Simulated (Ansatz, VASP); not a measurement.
**AlGa3Sb4 in VASP and in Ansatz**

```
Al Ga Sb
1.0
     4.38285    0.00000    0.00000
    -2.19143    3.79566    0.00000
     0.00000    0.00000   14.43990
Al Ga Sb
1 3 4
Direct
  0.33333 0.66667 0.49982
  0.66667 0.33333 0.25006
  0.66667 0.33333 0.75057
  0.33333 0.66667 0.00021
  0.66667 0.33333 0.43710
  0.66667 0.33333 0.93746
  0.33333 0.66667 0.18724
  0.33333 0.66667 0.68734
```

Alike in both runs: functional PBE; k mesh 12 × 12 × 4; occupations fermi-dirac, width 0.15 eV; no spin polarisation.

Ansatz relaxed the structure, and its values are those at the end. VASP's run is a single point on that final structure, the one shown.

```csv
,VASP,Ansatz
version,VASP 6.6.1,Ansatz 0.2.0
potentials or method,"VASP PAW PBE potentials, release 64 (Al, Ga_d, Sb), cutoff 520 eV","scalar-relativistic, plane waves, PAW"
valence electrons in the cell,62,102
```

Ansatz gave:

| Quantity | Value |
| --- | --- |
| gap on the k mesh at the Fermi level (eV) | none |
| pressure (GPa) | 0.0 |

Q: Which values does VASP return?

A: gap on the k mesh at the Fermi level (eV): none; pressure (GPa): 0.1.

A gap of «none» marks a metal or a gap that the smearing closes. VASP's potentials hold 62 valence electrons a cell and Ansatz's 102, so a difference there can come from the potentials and not from the codes.

Spin-orbit coupling is off throughout.
